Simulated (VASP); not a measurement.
Set up this calculation in VASP 6.6.1, as the native input.

- Task: single point
- Functional: B3LYP
- Potentials or basis: VASP PAW PBE potentials, release 64 (Pb_d, Te)
- Cutoff: 520 eV
- k mesh: 4 × 4 × 4
- Occupations: fermi-dirac, width 0.05 eV
- Spin: no spin polarisation
- Dipole correction: no
- Grid for exact exchange (PRECFOCK): Normal
- Further INCAR settings: ALGO = Normal; EDIFF = 1e-06; NBANDS = 17
- Share of exact exchange: 0.2

Crystal: TePb.

```
Pb Te
1.0
     4.05495    0.00000    0.00000
     0.00000    4.05495    0.00000
     0.00000    0.00000    4.05495
Pb Te
1 1
Direct
  0.00000 0.00000 0.00000
  0.50000 0.50000 0.50000
```

These files were run (other wordings do the same):

POSCAR

```
TePb
1.0
    4.0549547108      0.0000000000      0.0000000000
    0.0000000000      4.0549547108      0.0000000000
    0.0000000000      0.0000000000      4.0549547108
Pb Te
1 1
Direct
    0.0000000000      0.0000000000      0.0000000000
    0.5000000000      0.5000000000      0.5000000000
```

INCAR.step1

```
  PREC = Accurate
  ENCUT = 520
  EDIFF = 1E-5
  ISMEAR = -1
  SIGMA = 0.05
  LREAL = F
  LASPH = T
  NELM = 60
  ALGO = Normal
  ISIF = 2
  LWAVE = T
  LCHARG = F
  GGA = PE
  NBANDS = 17
```

INCAR.step2

```
  PREC = Accurate
  ENCUT = 520
  EDIFF = 1E-6
  ISMEAR = -1
  SIGMA = 0.05
  LREAL = F
  LASPH = T
  NELM = 60
  ALGO = Normal
  ISIF = 2
  LWAVE = F
  LCHARG = F
  GGA = B3
  LHFCALC = T
  AEXX = 0.2
  AGGAX = 0.72
  AGGAC = 0.81
  ALDAC = 0.19
  PRECFOCK = Normal
  ISTART = 1
  NBANDS = 17
```

KPOINTS

```
regular mesh
0
Gamma
  4 4 4
```

Potentials or basis: VASP PAW PBE potentials, release 64 (Pb_d, Te).

Command:

```console
$ cat potpaw_PBE.64/Pb_d/POTCAR potpaw_PBE.64/Te/POTCAR > POTCAR
$ cp INCAR.step1 INCAR
$ mpirun -np 1 vasp_std > vasp.out
$ cp INCAR.step2 INCAR
$ mpirun -np 1 vasp_std > vasp.out
```

It gave:

```yaml
Pressure: 1.0 GPa
Band_gap_on_the_k_mesh: zero (bands 10 and 11 overlap by 1.38 eV)
```

Caveat: the k points lie up to 0.39 Å⁻¹ apart, too coarse for converged energies and pressures of a metal; the PAW data sets were made with another functional, which shifts forces and pressure a little; spin-orbit coupling is left out, which moves the levels of the heavy elements.

Wall time 17 min on 1 thread of AMD EPYC 7R13, on a shared host, peak memory 0.16 GiB.
